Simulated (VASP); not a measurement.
A run of VASP 6.6.1:

INCAR

```
SYSTEM = C
  PREC = Accurate
  ENCUT = 520
  EDIFF = 1E-8
  ISMEAR = -1
  SIGMA = 0.03
  LREAL = .False.
  LASPH = .True.
  NELM = 60
  ALGO = Normal
  ISIF = 2
  LWAVE = .False.
  LCHARG = .False.
  LEFG = .True.
  NBANDS = 11
```

KPOINTS

```
regular mesh
0
Gamma
  16 16 16
  0 0 0
```

File POSCAR:

```
C
1.0
    0.0000000000      1.7774354070      1.7774354070
    1.7774354070      0.0000000000      1.7774354070
    1.7774354070      1.7774354070      0.0000000000
C
2
Direct
    0.5000000000      0.5000000000      0.5000000000
    0.7500000000      0.7500000000      0.7500000000
```

Potentials or basis: VASP PAW LDA potentials, release 64 (C).

Run with:

```sh
$ cat potpaw_LDA.64/C/POTCAR > POTCAR
$ mpirun -np 1 vasp_std > vasp.out
```

Hardware: 1 thread of Intel Xeon 6975P-C, with other jobs on the host.

Problem. Estimate the wall time of this run.

Solution. Run time: 14 s on 1 thread of Intel Xeon 6975P-C (shared host), peak memory 0.12 GiB. Counts: scf iterations 12, k points 145.
